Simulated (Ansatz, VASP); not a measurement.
As in VASP and in Ansatz

Contents of INCAR:

```
  ALGO = Normal
  EDIFF = 1E-7
  ENCUT = 520
  GGA = PE
  ISIF = 2
  ISMEAR = -1
  LASPH = T
  LCHARG = T
  LELF = T
  LREAL = F
  LVHAR = T
  LWAVE = F
  NBANDS = 8
  NELM = 60
  PREC = Accurate
  SIGMA = 0.05
```

Contents of KPOINTS:

```
k-points
0
Gamma
  16 16 16
```

The input POSCAR:

```
As
1.0
   -1.5951823033      1.5951823033      1.5951823033
    1.5951823033     -1.5951823033      1.5951823033
    1.5951823033      1.5951823033     -1.5951823033
As
1
Direct
    0.0000000000      0.0000000000      0.0000000000
```

Input for Ansatz:

```yaml
crystal:
  lattice:
    - [-1.5951823033, 1.5951823033, 1.5951823033]
    - [1.5951823033, -1.5951823033, 1.5951823033]
    - [1.5951823033, 1.5951823033, -1.5951823033]
  atoms:
    - { symbol: As, position: [0.0, 0.0, 0.0] }
kpoints:
  mp_grid: { grid: [16, 16, 16] }
scf:
  occupations: { method: fermi_dirac, width: 0.05 }
hamiltonian:
  xc: pbe
  pseudopotentials: { kind: paw }
output:
  forces: true
  stress: true
  eigenvalues: true
  populations: true
```

Change from the starting cell: volume scaled by 0.85, PAW files.

Alike in both runs: task single point; functional PBE; k mesh 16 × 16 × 16; occupations fermi-dirac, width 0.05 eV; no spin polarisation.

|  | VASP | Ansatz |
| --- | --- | --- |
| version | VASP 6.6.1 | Ansatz 0.2.0 |
| potentials or method | VASP PAW PBE potentials, release 64 (As) | PAW with Ansatz's default frozen-core files, scalar-relativistic |
| plane-wave cutoff (eV) | 520 | 420 |
| valence electrons in the cell | 5 | 15 |

```csv
,VASP,Ansatz,Ansatz less VASP
pressure (GPa),18.5,18.2,-0.32
```

With one functional, cell and mesh, what is left measures potentials, basis and numerics. VASP's potentials hold 5 valence electrons a cell and Ansatz's 15, so a difference there can come from the potentials and not from the codes.
